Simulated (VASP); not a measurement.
Here is a VASP 6.6.1 calculation.

Contents of POSCAR:

```
Ru
1.0
   -1.4957593505      1.4957593505      1.4957593505
    1.4957593505     -1.4957593505      1.4957593505
    1.4957593505      1.4957593505     -1.4957593505
Ru
1
Direct
    0.0000000000      0.0000000000      0.0000000000
```

INCAR.step1

```
SYSTEM = Ru
ALGO     = Normal         ! electronic algorithm
EDIFF    = 1E-5           ! SCF threshold, eV
ENCUT    = 620            ! plane-wave cutoff, eV
GGA      = PE             ! functional
GGA_COMPAT= .FALSE.      
ISMEAR   = -1             ! smearing method
LASPH    = .TRUE.         ! aspherical terms in the spheres
LCHARG   = .FALSE.        ! write CHGCAR
LREAL    = .FALSE.        ! projectors in reciprocal space
LWAVE    = .TRUE.         ! write WAVECAR
NBANDS   = 14             ! bands
NELM     = 120            ! most SCF steps
PREC     = Accurate       ! precision mode
SIGMA    = 0.1            ! smearing width, eV
```

The input INCAR.step2:

```
SYSTEM = Ru
ALGO     = Normal         ! electronic algorithm
EDIFF    = 1E-6           ! SCF threshold, eV
ENCUT    = 620            ! plane-wave cutoff, eV
GGA_COMPAT= .FALSE.      
ISIF     = 2              ! what is computed and relaxed
ISMEAR   = -1             ! smearing method
ISTART   = 1            
LASPH    = .TRUE.         ! aspherical terms in the spheres
LCHARG   = .FALSE.        ! write CHGCAR
LMIXTAU  = .TRUE.       
LREAL    = .FALSE.        ! projectors in reciprocal space
LWAVE    = .FALSE.        ! write WAVECAR
METAGGA  = R2SCAN         ! meta-GGA
NBANDS   = 14             ! bands
NELM     = 120            ! most SCF steps
PREC     = Accurate       ! precision mode
SIGMA    = 0.1            ! smearing width, eV
```

The input KPOINTS:

```
k-points
0
G
  16 16 16
  0 0 0
```

Potentials or basis: VASP PAW PBE potentials, release 64 (Ru_sv).

The run is started by

```bash
$ cat potpaw_PBE.64/Ru_sv/POTCAR > POTCAR
$ cp INCAR.step1 INCAR
$ mpirun -np 1 vasp_std > vasp.out
$ cp INCAR.step2 INCAR
$ mpirun -np 1 vasp_std > vasp.out
```

(1) Predict the pressure.

(2) What does it give for the band gap on the k mesh?

## Answers

(1) 13.9 GPa.

(2) zero (bands 8 and 9 overlap by 3.86 eV).

Caveat: the cell stands under pressure; the PAW data sets were made with another functional, which shifts forces and pressure a little.
